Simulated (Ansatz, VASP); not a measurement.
## One calculation of SnPb2O3, two programs

```
Sn Pb O
1.0
     3.77566    0.00000    0.00000
     0.00000    3.77566    0.00000
     0.00000    0.00000    8.31814
Sn Pb O
1 2 3
Cartesian
  0.0000 0.0000 0.0000
  0.0000 1.8878 6.0847
  1.8878 0.0000 2.2334
  0.0000 1.8878 3.1900
  1.8878 0.0000 5.1281
  1.8878 1.8878 0.0000
```

Change from the starting cell: species swapped into the Ti2CuSb3 type (P-4m2, No. 115).

Alike in both runs: task relaxation of cell and atoms; functional PBE; k mesh 4 × 4 × 2; occupations gaussian, width 0.1 eV; no spin polarisation.

|  | VASP | Ansatz |
| --- | --- | --- |
| version | VASP 6.6.1 | Ansatz 0.2.0 |
| potentials or method | VASP PAW PBE potentials, release 64 (Sn_d, Pb_d, O), cutoff 600 eV | scalar-relativistic, plane waves, PAW |
| valence electrons in the cell | 60 | 60 |

Ansatz gave:

```
gap on the k mesh at the Fermi level, each at its own relaxed structure (eV)  : 0.26
relaxed volume (Å³/atom)                                                      : 19.03
relaxed length of the cell vector where the two differ most in proportion (Å) : 9.523
```

Q: Which values does VASP return?

A: gap on the k mesh at the Fermi level, each at its own relaxed structure (eV): 0.24; relaxed volume (Å³/atom): 18.91; relaxed length of the cell vector where the two differ most in proportion (Å): 9.451.

Spin-orbit coupling is off throughout.
